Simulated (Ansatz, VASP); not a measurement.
One calculation of SrO, two programs

POSCAR

```
SrO
1.0
    0.0000000000      2.5975128988      2.5975128988
    2.5975128988      0.0000000000      2.5975128988
    2.5975128988      2.5975128988      0.0000000000
Sr O
1 1
Direct
    0.5000000000      0.5000000000      0.5000000000
    0.0000000000      0.0000000000      0.0000000000
```

INCAR.step1

```
SYSTEM = SrO
PREC     = Accurate       ! precision mode
ENCUT    = 520            ! plane-wave cutoff, eV
ISMEAR   = 0              ! smearing method
SIGMA    = 0.05           ! smearing width, eV
LREAL    = .FALSE.        ! projectors in reciprocal space
LASPH    = .TRUE.         ! aspherical terms in the spheres
NELM     = 80             ! most SCF steps
NBANDS   = 15             ! bands
GGA      = PE             ! functional
ALGO     = Normal         ! electronic algorithm
EDIFF    = 1E-4           ! SCF threshold, eV
LWAVE    = .TRUE.         ! write WAVECAR
LCHARG   = .FALSE.        ! write CHGCAR
```

File INCAR.step2:

```
SYSTEM = SrO
PREC     = Accurate       ! precision mode
ENCUT    = 520            ! plane-wave cutoff, eV
EDIFF    = 1E-6           ! SCF threshold, eV
ISMEAR   = 0              ! smearing method
SIGMA    = 0.05           ! smearing width, eV
LREAL    = .FALSE.        ! projectors in reciprocal space
LASPH    = .TRUE.         ! aspherical terms in the spheres
NELM     = 80             ! most SCF steps
ALGO     = Normal         ! electronic algorithm
ISIF     = 2              ! what is computed and relaxed
LWAVE    = .FALSE.        ! write WAVECAR
LCHARG   = .FALSE.        ! write CHGCAR
METAGGA  = R2SCAN         ! meta-GGA
LMIXTAU  = .TRUE.       
NBANDS   = 15             ! bands
ISTART   = 1
```

File KPOINTS:

```
Automatic mesh
0
G
  12 12 12
  0 0 0
```

Input for Ansatz:

```yaml
crystal:
  lattice:
    - [0.0, 2.5975128988, 2.5975128988]
    - [2.5975128988, 0.0, 2.5975128988]
    - [2.5975128988, 2.5975128988, 0.0]
  atoms:
    - { symbol: Sr, position: [0.5, 0.5, 0.5] }
    - { symbol: O, position: [0.0, 0.0, 0.0] }
basis:
  ecutwfc: 500
  ecutrho_ratio: 4
kpoints:
  mp_grid: { grid: [12, 12, 12] }
hamiltonian:
  xc: r2scan
scf:
  occupations: { method: gaussian, width: 0.05 }
output:
  forces: true
  stress: true
  eigenvalues: true
  populations: true
  write_density: true
  write_potential: true
  elf: true
  volumetric_format: npy
```

Alike in both runs: task single point; functional r2SCAN; k mesh 12 × 12 × 12; occupations gaussian, width 0.05 eV; no spin polarisation.

|  | VASP | Ansatz |
| --- | --- | --- |
| version | VASP 6.6.1 | Ansatz 0.2.0 |
| potentials or method | VASP PAW PBE potentials, release 64 (Sr_sv, O), cutoff 520 eV | scalar-relativistic, plane waves, PAW |
| valence electrons in the cell | 16 | 16 |

Ansatz gave:

| Item | Value |
| --- | --- |
| gap on the k mesh at the Fermi level (eV) | 3.81 |
| least direct gap on the mesh (eV) | 3.90 |
| pressure (GPa) | -1.8 |

Problem. Estimate VASP's values.

Solution. gap on the k mesh at the Fermi level (eV): 3.76; least direct gap on the mesh (eV): 3.86; pressure (GPa): -1.3.

VASP's potentials were made for PBE, not for r2SCAN. With one functional, cell and mesh, what is left measures potentials, basis and numerics.
